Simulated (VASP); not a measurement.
# Zn4HO4 (a cell with a defect) in VASP: a series of runs, part 2 of 2

VASP 6.6.1.

## 4. Single point, PBEsol

INCAR

```
SYSTEM = Zn4HO4
  ALGO = Normal
  EDIFF = 1E-6
  ENCUT = 520
  GGA = PS
  ISIF = 2
  ISMEAR = 0
  LASPH = .TRUE.
  LCHARG = .FALSE.
  LREAL = .FALSE.
  LWAVE = .FALSE.
  NBANDS = 46
  NELM = 80
  PREC = Accurate
  SIGMA = 0.05
```

KPOINTS

```
k-points
0
G
  4 4 8
  0 0 0
```

POSCAR

```
Zn4HO4
1.0
    5.5148137916      0.0000000000      0.0000000000
    0.0000000000      5.5148137916      0.0000000000
    0.0000000000      0.0000000000      3.2430062931
Zn O H
4 4 1
Direct
    0.1820657240      0.1820657240      0.5000000000
    0.8179342760      0.8179342760      0.5000000000
    0.6820657240      0.3179342760      0.0000000000
    0.3179342760      0.6820657240      0.0000000000
    0.8180023132      0.1819976868      0.5000000000
    0.1819976868      0.8180023132      0.5000000000
    0.6819976868      0.6819976868      0.0000000000
    0.3180023132      0.3180023132      0.0000000000
    1.0000405349     -0.7180023132      0.1000000000
```

Potentials or basis: VASP PAW PBE potentials, release 64 (Zn, O, H).

Run with:

```sh
$ cat potpaw_PBE.64/Zn/POTCAR potpaw_PBE.64/O/POTCAR potpaw_PBE.64/H/POTCAR > POTCAR
$ mpirun -np 1 vasp_std > vasp.out
```

OUTCAR:

```text
SYSTEM = Zn4HO4
   EDIFF = 1E-6
   ENCUT = 520
   GGA = PS
   ISIF = 2
   ISMEAR = 0
   LASPH = .TRUE.
   LREAL = .FALSE.
   NELM = 80
   PREC = Accurate

 ion  position               nearest neighbor table
   1  0.182  0.182  0.500-   9 1.73   8 1.94   8 1.94   6 2.01   5 2.01   2 2.84
   2  0.818  0.818  0.500-   7 1.94   7 1.94   5 2.01   6 2.01   1 2.84
   3  0.682  0.318  0.000-   9 1.79   5 1.94   5 1.94   7 2.01   8 2.01   4 2.84
   4  0.318  0.682  0.000-   6 1.94   6 1.94   8 2.01   7 2.01   3 2.84
   5  0.818  0.182  0.500-   3 1.94   3 1.94   1 2.01   2 2.01
   6  0.182  0.818  0.500-   4 1.94   4 1.94   1 2.01   2 2.01
   7  0.682  0.682  0.000-   2 1.94   2 1.94   4 2.01   3 2.01
   8  0.318  0.318  0.000-   1 1.94   1 1.94   4 2.01   3 2.01
   9  0.000  0.282  0.100-   1 1.73   3 1.79

  LATTYP: Found a simple tetragonal cell.
 ALAT       =     5.5148137916
 C/A-ratio  =     0.5880536344

  Lattice vectors:

 A1 = (   5.5148137916,   0.0000000000,   0.0000000000)
 A2 = (   0.0000000000,   5.5148137916,   0.0000000000)
 A3 = (   0.0000000000,   0.0000000000,   3.2430062931)

Analysis of symmetry for initial positions (statically):
=====================================================================
 Subroutine PRICEL returns:
 Original cell was already a primitive cell.

 Routine SETGRP: Setting up the symmetry group for a
 simple tetragonal supercell.

 Subroutine GETGRP returns: Found  1 space group operations
 (whereof  1 operations were pure point group operations)
 out of a pool of 16 trial point group operations.

The static configuration has the point symmetry C_1 .

Analysis of symmetry for dynamics (positions and initial velocities):
=====================================================================
 Subroutine PRICEL returns:
 Original cell was already a primitive cell.

 Routine SETGRP: Setting up the symmetry group for a
 simple tetragonal supercell.

 Subroutine GETGRP returns: Found  1 space group operations
 (whereof  1 operations were pure point group operations)
[... 143 lines left out ...]
   AEXX    =    0.0000 exact exchange contribution
   IVDW    =     0    specifies the selected vdW correction
   LEPSILON=     F    determine dielectric tensor
   LRPA    =     F    only Hartree local field effects (RPA)
 non-spin polarized calculation
 Gauss-broadening in eV      SIGMA  =   0.05
  energy-cutoff  :      520.00
  volume of cell :       98.63
 maximum number of plane-waves:      2684
 NGX is ok and might be reduce to    42
   NGX = 21   NGY = 21   NGZ = 13

 number of electron      73.0000002 magnetization

 Free energy of the ion-electron system (eV)
  ---------------------------------------------------
  ext. energy  EPLUGINS =         0.00000000
  ---------------------------------------------------
  free energy    TOTEN  =       -39.29420104 eV

  energy without entropy =      -39.29135464  energy(sigma->0) =      -39.29277784

 E-fermi :   2.9227     XC(G=0): -11.1252

 val. band max:        2.8839475027   @ k =   0.0000   0.2500   0.2500
 cond. band min:       2.9264300037   @ k =   0.5000   0.5000   0.2500
 fundamental gap:      0.0424825010
 Fermi energy:         2.9227346370

 k-point     1 :       0.0000    0.0000    0.0000
  band No.  band energies     occupation
      1     -17.3242      2.00000
      2     -16.6258      2.00000
      3     -16.3491      2.00000
      4     -16.1010      2.00000
      5      -6.0768      2.00000
      6      -5.3388      2.00000
[... 1165 lines left out ...]
     45      11.1120      0.00000
     46      11.4616      0.00000

 [... further k-points ...]

------------------------ aborting loop because EDIFF is reached ----------------------------------------

  FORCE on cell =-STRESS in cart. coord.  units (eV):
  Direction    XX          YY          ZZ          XY          YZ          ZX
  --------------------------------------------------------------------------------------
  -------------------------------------------------------------------------------------
  Total        4.2987088      2.4516295      5.6735651     -0.1357725     -0.7227207      0.0499675
  in kB       69.8295291     39.8250133     92.1631120     -2.2055290    -11.7400943      0.8116878
  external PRESSURE =      67.2725514 kB  Pullay stress =       0.0000000 kB

 VOLUME and BASIS-vectors are now :
 -----------------------------------------------------------------------------
  energy-cutoff  :      520.00
  volume of cell :       98.63
      direct lattice vectors                 reciprocal lattice vectors
     5.514813792  0.000000000  0.000000000     0.181329785  0.000000000  0.000000000
     0.000000000  5.514813792  0.000000000     0.000000000  0.181329785  0.000000000
     0.000000000  0.000000000  3.243006293     0.000000000  0.000000000  0.308355862

 POSITION                                       TOTAL-FORCE (eV/Angst)
 -----------------------------------------------------------------------------------
      1.00406      1.00406      1.62150         0.397356     -0.423048      0.642551
      4.51076      4.51076      1.62150        -0.017465     -0.174098     -0.005685
      3.76147      1.75335      0.00000        -0.250928      0.418813     -0.172574
      1.75335      3.76147      0.00000         0.034174      0.248272     -0.002960
      4.51113      1.00368      1.62150        -0.618421     -0.454267      0.428689
      1.00368      4.51113      1.62150         0.058871      0.061471      0.025364
      3.76109      3.76109      0.00000        -0.185861      0.022617      0.013812
      1.75372      1.75372      0.00000         0.927594      0.079238     -0.365902
      0.00022      1.55516      0.32430        -0.345320      0.221002     -0.563295
 -----------------------------------------------------------------------------------
    total drift:                               -0.000222     -0.000140     -0.000118

  FREE ENERGIE OF THE ION-ELECTRON SYSTEM (eV)
  ---------------------------------------------------
  free  energy   TOTEN  =       -39.2942010388 eV

  energy  without entropy=      -39.2913546439  energy(sigma->0) =      -39.29277784
```

OSZICAR:

```text
N       E                     dE             d eps       ncg     rms          rms(c)
DAV:   1     0.763385417380E+03    0.76339E+03   -0.35141E+04  6304   0.226E+03
DAV:   2     0.766107379423E+02   -0.68677E+03   -0.65253E+03  6360   0.533E+02
DAV:   3    -0.388273251525E+02   -0.11544E+03   -0.11268E+03  6812   0.200E+02
DAV:   4    -0.449164717501E+02   -0.60891E+01   -0.60444E+01  7208   0.481E+01
DAV:   5    -0.449785591175E+02   -0.62087E-01   -0.62003E-01  6776   0.507E+00    0.205E+01
DAV:   6    -0.390123563108E+02    0.59662E+01   -0.17485E+01 10316   0.779E+01    0.137E+01
DAV:   7    -0.393921255195E+02   -0.37977E+00   -0.62672E+00  6692   0.237E+01    0.808E+00
DAV:   8    -0.394015405100E+02   -0.94150E-02   -0.16267E+00  9010   0.194E+01    0.276E+00
DAV:   9    -0.392948269467E+02    0.10671E+00   -0.29456E-01  9372   0.117E+01    0.782E-01
DAV:  10    -0.392932519800E+02    0.15750E-02   -0.12878E-01  8328   0.284E+00    0.165E-01
DAV:  11    -0.392940881965E+02   -0.83622E-03   -0.11432E-02  7392   0.133E+00    0.937E-02
DAV:  12    -0.392941707398E+02   -0.82543E-04   -0.94972E-04  6948   0.693E-01    0.648E-02
DAV:  13    -0.392941982088E+02   -0.27469E-04   -0.25481E-04  8708   0.250E-01    0.173E-02
DAV:  14    -0.392942030883E+02   -0.48795E-05   -0.41808E-05  9246   0.168E-01    0.166E-02
DAV:  15    -0.392942010766E+02    0.20117E-05   -0.41842E-05  7024   0.501E-02    0.638E-03
DAV:  16    -0.392942010388E+02    0.37806E-07   -0.74953E-06  7332   0.611E-02
   1 F= -.39294201E+02 E0= -.39292778E+02  d E =-.284639E-02
```

It took 10 min on 1 thread of AMD EPYC 7R13, shared host; peak memory 0.33 GiB.

Results:

| Item | Value |
| --- | --- |
| Free energy | -39.2942 eV |
| Pressure | 6.7 GPa |
| Largest force | 1.000 eV/Å |
| Band gap on the k mesh | zero (an odd number of electrons rules out a gap without spin polarisation) |

Forces in eV/Å, atoms in the order of the input:
```
Zn   0.397 -0.423  0.643
Zn  -0.017 -0.174 -0.006
Zn  -0.251  0.419 -0.173
Zn   0.034  0.248 -0.003
O   -0.618 -0.454  0.429
O    0.059  0.061  0.025
O   -0.186  0.023  0.014
O    0.928  0.079 -0.366
H   -0.345  0.221 -0.563
```

Stress tensor (GPa, compression positive):
```
 6.98 -0.22  0.08
-0.22  3.98 -1.17
 0.08 -1.17  9.22
```

Caveat: the PAW data sets were made with another functional, which shifts forces and pressure a little; an odd number of electrons without spin polarisation forces a metal; a magnetic or distorted state may lie lower.

## 5. Overview

| cell | gap on the mesh (eV) | pressure (GPa) | largest force (eV/Å) |
| --- | --- | --- | --- |
| as given, atomic positions A | none | 4.3 | 0.92 |
| as given, atomic positions B | none | 12.6 | 6.93 |
| as given, atomic positions C | none | 6.7 | 1.00 |

Alike in all rows: task single point; level PBEsol; potentials or basis VASP PAW PBE potentials, release 64 (Zn, O, H); no spin polarisation; k mesh 4 × 4 × 8; cutoff (eV) 520; smearing gaussian 0.05 eV.

Caveats: the PAW data sets were made with another functional, which shifts forces and pressure a little; an odd number of electrons without spin polarisation forces a metal; a magnetic or distorted state may lie lower.

Absolute energies hang on the potentials; compare differences alone.

The gap in the log of VASP goes by the Fermi energy; the results here count the filled bands.